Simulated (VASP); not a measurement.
# BaS (Fm-3m) in VASP: further runs

The runs below take BaS through single point, with PBE.

Everything below comes from runs of VASP 6.6.1. Logs are shortened: lines on timing, memory, paths and dates and some standing lists are left out, and cuts for length are marked.

### Step 1. The cell of the first run

The structure is cubic, space group Fm-3m (No. 225). The conventional cell has a = 6.085 Å, b = 6.085 Å, c = 6.085 Å, α = 90.00°, β = 90.00°, γ = 90.00°. Within 4.0 Å of Ba (site symmetry m-3m) lie 6 S at 3.04 Å. S (site symmetry m-3m) has 6 Ba at 3.04 Å within 4.0 Å.

### Step 2. Single point, PBE

INCAR

```
SYSTEM = BaS
PREC = Accurate
ENCUT = 500
EDIFF = 1E-6
ISMEAR = 0
SIGMA = 0.01
LREAL = .FALSE.
LASPH = .TRUE.
NELM = 120
ALGO = Normal
ISIF = 2
LWAVE = .FALSE.
LCHARG = .FALSE.
GGA = PE
NBANDS = 15
GGA_COMPAT = .FALSE.
```

KPOINTS

```
regular mesh
0
G
  4 4 4
  0 0 0
```

POSCAR

```
BaS
1.0
    0.0000000000      3.0425114116      3.0425114116
    3.0425114116      0.0000000000      3.0425114116
    3.0425114116      3.0425114116      0.0000000000
Ba S
1 1
Direct
    0.0000000000      0.0000000000      0.0000000000
    0.5000000000      0.5000000000      0.5000000000
```

Potentials or basis: VASP PAW PBE potentials, release 64 (Ba_sv, S).

Launch:

```
cat potpaw_PBE.64/Ba_sv/POTCAR potpaw_PBE.64/S/POTCAR > POTCAR
mpirun -np 1 vasp_std > vasp.out
```

OUTCAR:

```text
SYSTEM = BaS
   PREC = Accurate
   ENCUT = 500
   EDIFF = 1E-6
   ISMEAR = 0
   LREAL = .FALSE.
   LASPH = .TRUE.
   NELM = 120
   ISIF = 2
   GGA = PE

 ion  position               nearest neighbor table
   1  0.000  0.000  0.000-   2 3.04   2 3.04   2 3.04   2 3.04   2 3.04   2 3.04
   2  0.500  0.500  0.500-   1 3.04   1 3.04   1 3.04   1 3.04   1 3.04   1 3.04

  LATTYP: Found a face centered cubic cell.
 ALAT       =     6.0850228232

  Lattice vectors:

 A1 = (   0.0000000000,   3.0425114116,   3.0425114116)
 A2 = (   3.0425114116,   0.0000000000,   3.0425114116)
 A3 = (   3.0425114116,   3.0425114116,   0.0000000000)

Analysis of symmetry for initial positions (statically):
=====================================================================
 Subroutine PRICEL returns:
 Original cell was already a primitive cell.

 Routine SETGRP: Setting up the symmetry group for a
 face centered cubic supercell.

 Subroutine GETGRP returns: Found 48 space group operations
 (whereof 48 operations were pure point group operations)
 out of a pool of 48 trial point group operations.

The static configuration has the point symmetry O_h .

Analysis of symmetry for dynamics (positions and initial velocities):
=====================================================================
 Subroutine PRICEL returns:
 Original cell was already a primitive cell.

 Routine SETGRP: Setting up the symmetry group for a
 face centered cubic supercell.

 Subroutine GETGRP returns: Found 48 space group operations
 (whereof 48 operations were pure point group operations)
 out of a pool of 48 trial point group operations.

The dynamic configuration has the point symmetry O_h .

 Subroutine INISYM returns: Found 48 space group operations
 (whereof 48 operations are pure point group operations),
 and found     1 'primitive' translations

----------------------------------------------------------------------------------------

                                     Primitive cell

  volume of cell :      56.3283

  direct lattice vectors                    reciprocal lattice vectors
     0.000000000  3.042511412  3.042511412    -0.164337921  0.164337921  0.164337921
     3.042511412  0.000000000  3.042511412     0.164337921 -0.164337921  0.164337921
     3.042511412  3.042511412  0.000000000     0.164337921  0.164337921 -0.164337921

  length of vectors
     4.302760902  4.302760902  4.302760902     0.284641629  0.284641629  0.284641629

  position of ions in fractional coordinates (direct lattice)
     0.000000000  0.000000000  0.000000000
     0.500000000  0.500000000  0.500000000

  ion indices of the primitive-cell ions
   primitive index   ion index
                 1           1
                 2           2

----------------------------------------------------------------------------------------

 KPOINTS: regular mesh

Automatic generation of k-mesh.
 Grid dimensions read from file:
 generate k-points for:    4    4    4

 Generating k-lattice:

  Cartesian coordinates                     Fractional coordinates (reciprocal lattice)
    -0.041084480  0.041084480  0.041084480     0.250000000  0.000000000  0.000000000
     0.041084480 -0.041084480  0.041084480     0.000000000  0.250000000  0.000000000
     0.041084480  0.041084480 -0.041084480     0.000000000  0.000000000  0.250000000

  Length of vectors
     0.071160407  0.071160407  0.071160407

  Shift w.r.t. Gamma in fractional coordinates (k-lattice)
     0.000000000  0.000000000  0.000000000

 Subroutine IBZKPT returns following result:
 ===========================================

 Found      8 irreducible k-points:

 Following reciprocal coordinates:
            Coordinates               Weight
  0.000000  0.000000  0.000000      1.000000
  0.250000  0.000000  0.000000      8.000000
  0.500000  0.000000  0.000000      4.000000
  0.250000  0.250000  0.000000      6.000000
  0.500000  0.250000  0.000000     24.000000
 -0.250000  0.250000  0.000000     12.000000
  0.500000  0.500000  0.000000      3.000000
 -0.250000  0.500000  0.250000      6.000000
   k-points           NKPTS =      8   k-points in BZ     NKDIM =      8   number of bands    NBANDS=     15
   number of dos      NEDOS =    301   number of ions     NIONS =      2
   total plane-waves  NPLWV =  32768
   dimension x,y,z NGX =    32 NGY =   32 NGZ =   32
   dimension x,y,z NGXF=    64 NGYF=   64 NGZF=   64
   ions per type =               1   1
   NGX,Y,Z   is equivalent  to a cutoff of  12.36, 12.36, 12.36 a.u.
   NGXF,Y,Z  is equivalent  to a cutoff of  24.73, 24.73, 24.73 a.u.
 SYSTEM =  BaS
   PREC   = accura    normal or accurate (medium, high low for compatibility)
   ISTART =      0    job   : 0-new  1-cont  2-samecut
   ICHARG =      2    charge: 1-file 2-atom 10-const
   ISPIN  =      1    spin polarized calculation?
   LNONCOLLINEAR =      F non collinear calculations
   LSORBIT =      F    spin-orbit coupling
   LASPH  =      T    aspherical Exc in radial PAW
   ENCUT  =  500.0 eV  36.75 Ry    6.06 a.u.   7.84  7.84  7.84*2*pi/ulx,y,z
   NELM   =    120;   NELMIN=  2; NELMDL= -5     # of ELM steps
   EDIFF  = 0.1E-05   stopping-criterion for ELM
   LREAL  =      F    real-space projection
   EDIFFG = 0.1E-04   stopping-criterion for IOM
   NSW    =      0    number of steps for IOM
   IBRION =     -1    ionic relax: 0-MD 1-quasi-New 2-CG
   NFREE  =      0    steps in history (QN), initial steepest desc. (CG)
   ISIF   =      2    stress and relaxation
   ISYM   =      2    0-nonsym 1-usesym 2-fastsym
   POTIM  = 0.5000    time-step for ionic-motion
   TEBEG  =    0.0;   TEEND  =   0.0 temperature during run
   PSTRESS=    0.0 pullay stress
   NELECT =      16.0000    total number of electrons
   NUPDOWN=      -1.0000    fix difference up-down
   EMIN   =  10.00;   EMAX   =-10.00  energy-range for DOS
   EFERMI =   0.00;   METHOD = LEGACY
   ISMEAR =     0;   SIGMA  =   0.01  broadening in eV -4-tet -1-fermi 0-gaus
   EFERMI_NEDOS =   21; number of points for ismear=-14 and -15
   IALGO  =     38    algorithm
   IMIX   =      4    mixing-type and parameters
     AMIX     =   0.40;   BMIX     =  1.00
     AMIX_MAG =   1.60;   BMIX_MAG =  1.00
  volume/ion in A,a.u.               =      28.16       190.06
  Fermi-wavevector in a.u.,A,eV,Ry     =   1.076150  2.033628 15.756877  1.158098
  Thomas-Fermi vector in A             =   2.212026
   LORBIT       =      0    0 simple, 1 ext, 2 COOP (PROOUT), +10 PAW based schemes
   GGA     = PE    functional components
   LHFCALC =     F    Hartree Fock is set to
   AEXX    =    0.0000 exact exchange contribution
   IVDW    =     0    specifies the selected vdW correction
   LEPSILON=     F    determine dielectric tensor
   LRPA    =     F    only Hartree local field effects (RPA)
 non-spin polarized calculation
 Gauss-broadening in eV      SIGMA  =   0.01
  energy-cutoff  :      500.00
  volume of cell :       56.33
 maximum number of plane-waves:      1459
   NGX = 15   NGY = 15   NGZ = 15

 number of electron      16.0000000 magnetization

 Free energy of the ion-electron system (eV)
  ---------------------------------------------------
  ext. energy  EPLUGINS =         0.00000000
  ---------------------------------------------------
  free energy    TOTEN  =        -9.86545892 eV

  energy without entropy =       -9.86545892  energy(sigma->0) =       -9.86545892

 E-fermi :   2.3455     XC(G=0):  -9.2457

 val. band max:        2.2978916198   @ k =   0.0000   0.0000   0.0000
 cond. band min:       4.0809949146   @ k =   0.5000   0.5000   0.0000
 fundamental gap:      1.7831032948
 Fermi energy:         2.3454760351

 k-point     1 :       0.0000    0.0000    0.0000
  band No.  band energies     occupation
      1     -23.3835      2.00000
      2      -8.4040      2.00000
      3      -8.4040      2.00000
      4      -8.4040      2.00000
      5      -8.2994      2.00000
      6       2.2979      2.00000
      7       2.2979      2.00000
      8       2.2979      2.00000
      9       6.1191      0.00000
     10       6.1191      0.00000
     11       6.1191      0.00000
     12       6.6574      0.00000
     13       7.2091      0.00000
     14       7.2091      0.00000
     15      11.2362      0.00000

 k-point     2 :       0.2500    0.0000    0.0000
  band No.  band energies     occupation
      1     -23.3375      2.00000
      2      -9.7272      2.00000
      3      -8.4319      2.00000
      4      -8.4319      2.00000
      5      -6.9353      2.00000
      6       0.9614      2.00000
      7       1.4686      2.00000
      8       1.4686      2.00000
      9       6.4716      0.00000
     10       7.1695      0.00000
     11       7.1695      0.00000
     12       8.5923      0.00000
     13       9.2017      0.00000
     14       9.2017      0.00000
     15      13.6272      0.00000

 k-point     3 :       0.5000    0.0000    0.0000
  band No.  band energies     occupation
      1     -23.2908      2.00000
      2     -10.2956      2.00000
      3      -8.4587      2.00000
      4      -8.4587      2.00000
      5      -6.3104      2.00000
      6       0.0185      2.00000
      7       0.8880      2.00000
      8       0.8880      2.00000
      9       8.3318      0.00000
     10       8.4110      0.00000
     11       9.1415      0.00000
     12       9.1415      0.00000
     13      11.6694      0.00000
     14      11.6694      0.00000
     15      12.4635      0.00000

 k-point     4 :       0.2500    0.2500    0.0000
  band No.  band energies     occupation
      1     -23.3234      2.00000
      2      -9.5305      2.00000
      3      -8.5681      2.00000
      4      -8.5681      2.00000
      5      -7.2200      2.00000
      6       0.7696      2.00000
      7       2.1502      2.00000
      8       2.1502      2.00000
      9       4.8676      0.00000
     10       7.6865      0.00000
     11       7.7952      0.00000
     12       8.3807      0.00000
     13       8.3807      0.00000
     14      11.4991      0.00000
     15      14.3700      0.00000

 k-point     5 :       0.5000    0.2500    0.0000
  band No.  band energies     occupation
      1     -23.2777      2.00000
      2      -9.8474      2.00000
      3      -8.7721      2.00000
      4      -8.5970      2.00000
      5      -7.0606      2.00000
      6       1.0026      2.00000
      7       1.4856      2.00000
      8       1.5225      2.00000
      9       5.6680      0.00000
     10       8.8434      0.00000
     11       9.6875      0.00000
     12      10.0239      0.00000
     13      10.0526      0.00000
     14      11.6765      0.00000
     15      11.9366      0.00000

 k-point     6 :      -0.2500    0.2500    0.0000
  band No.  band energies     occupation
      1     -23.2921      2.00000
      2      -9.9483      2.00000
      3      -8.7806      2.00000
      4      -8.4622      2.00000
      5      -6.7030      2.00000
      6       0.4325      2.00000
      7       1.0055      2.00000
      8       1.8686      2.00000
      9       6.9561      0.00000
     10       7.8276      0.00000
     11       8.1264      0.00000
     12       8.8763      0.00000
     13      10.6855      0.00000
     14      12.3019      0.00000
     15      13.3963      0.00000

 k-point     7 :       0.5000    0.5000    0.0000
  band No.  band energies     occupation
      1     -23.2645      2.00000
      2      -9.2188      2.00000
      3      -8.7269      2.00000
      4      -8.7269      2.00000
      5      -8.2569      2.00000
      6       2.0144      2.00000
      7       2.2695      2.00000
      8       2.2695      2.00000
      9       4.0810      0.00000
     10       8.5653      0.00000
     11       9.2650      0.00000
     12      10.5732      0.00000
     13      10.5732      0.00000
     14      10.7995      0.00000
     15      11.7023      0.00000

 k-point     8 :      -0.2500    0.5000    0.2500
  band No.  band energies     occupation
      1     -23.2632      2.00000
      2      -9.4560      2.00000
      3      -8.9819      2.00000
      4      -8.9819      2.00000
      5      -7.1820      2.00000
      6       0.9189      2.00000
      7       1.9273      2.00000
      8       1.9273      2.00000
      9       6.6687      0.00000
     10       6.6687      0.00000
     11       9.3519      0.00000
     12       9.8264      0.00000
     13      10.6138      0.00000
     14      13.2517      0.00000
     15      14.0496      0.00000

------------------------ aborting loop because EDIFF is reached ----------------------------------------

  FORCE on cell =-STRESS in cart. coord.  units (eV):
  Direction    XX          YY          ZZ          XY          YZ          ZX
  --------------------------------------------------------------------------------------
  -------------------------------------------------------------------------------------
  Total        3.8857936      3.8857936      3.8857936      0.0000000      0.0000000      0.0000000
  in kB      110.5257994    110.5257994    110.5257994      0.0000000      0.0000000      0.0000000
  external PRESSURE =     110.5257994 kB  Pullay stress =       0.0000000 kB

 VOLUME and BASIS-vectors are now :
 -----------------------------------------------------------------------------
  energy-cutoff  :      500.00
  volume of cell :       56.33
      direct lattice vectors                 reciprocal lattice vectors
     0.000000000  3.042511412  3.042511412    -0.164337921  0.164337921  0.164337921
     3.042511412  0.000000000  3.042511412     0.164337921 -0.164337921  0.164337921
     3.042511412  3.042511412  0.000000000     0.164337921  0.164337921 -0.164337921

 POSITION                                       TOTAL-FORCE (eV/Angst)
 -----------------------------------------------------------------------------------
      0.00000      0.00000      0.00000        -0.000000     -0.000000      0.000000
      3.04251      3.04251      3.04251         0.000000      0.000000      0.000000
 -----------------------------------------------------------------------------------
    total drift:                                0.000000     -0.000000     -0.000000

  FREE ENERGIE OF THE ION-ELECTRON SYSTEM (eV)
  ---------------------------------------------------
  free  energy   TOTEN  =        -9.8654589184 eV

  energy  without entropy=       -9.8654589184  energy(sigma->0) =       -9.86545892
```

It took 15 s on 1 thread of Intel Xeon 8259CL, shared host; peak memory 0.17 GiB.

What came out:

```yaml
Free_energy: -9.8655 eV
Pressure: 11.1 GPa
Band_gap_on_the_k_mesh: 1.78 eV, indirect (least direct gap 1.81 eV)
```

Caveat: the k points lie up to 0.45 Å⁻¹ apart; spin-orbit coupling is left out, which moves the levels of the heavy elements. Expect the measured gap to be larger: semilocal functionals such as PBE lack the derivative discontinuity.

### Step 3. Single point, PBE

This run uses another cell than the first one, of 30.19 Å³/atom, 1.072 times its volume.

INCAR

```
PREC = Accurate
ENCUT = 500
EDIFF = 1E-6
ISMEAR = 0
SIGMA = 0.01
LREAL = F
LASPH = T
NELM = 120
ALGO = Normal
ISIF = 2
LWAVE = F
LCHARG = F
GGA = PE
NBANDS = 15
GGA_COMPAT = F
```

KPOINTS

```
Automatic mesh
0
Gamma
  4 4 4
```

POSCAR

```
BaS
1.0
    0.0000000000      3.1136365723      3.1136365723
    3.1136365723      0.0000000000      3.1136365723
    3.1136365723      3.1136365723      0.0000000000
Ba S
1 1
Direct
    0.0000000000      0.0000000000      0.0000000000
    0.5000000000      0.5000000000      0.5000000000
```

Potentials or basis: VASP PAW PBE potentials, release 64 (Ba_sv, S).

Launch:

```
cat potpaw_PBE.64/Ba_sv/POTCAR potpaw_PBE.64/S/POTCAR > POTCAR
mpirun -np 1 vasp_std > vasp.out
```

Wall time 14 s (1 thread of Intel Xeon 8259CL, shared host); peak memory 0.17 GiB.

Results (log left out):

| Property | Result |
| --- | --- |
| Free energy | -10.0748 eV |
| Pressure | 5.8 GPa |
| Band gap on the k mesh | 1.95 eV, indirect (least direct gap 2.04 eV) |

Levels at points of the mesh, in eV from the valence-band top:
```
           k point  band 4  band 5  band 6  band 7  band 8  band 9  band 10  band 11  band 12  band 13
(0.00, 0.00, 0.00)  -10.90  -10.48    0.00    0.00    0.00    3.86     3.86     3.86     3.98     4.86
(0.50, 0.00, 0.00)  -10.95   -8.87   -2.11   -1.25   -1.25    5.80     5.92     6.59     6.59     9.19
(0.50, 0.50, 0.00)  -11.15  -10.41   -0.42   -0.09   -0.09    1.95     6.11     6.50     7.90     7.90
```

Caveat: the k points lie up to 0.44 Å⁻¹ apart; spin-orbit coupling is left out, which moves the levels of the heavy elements.
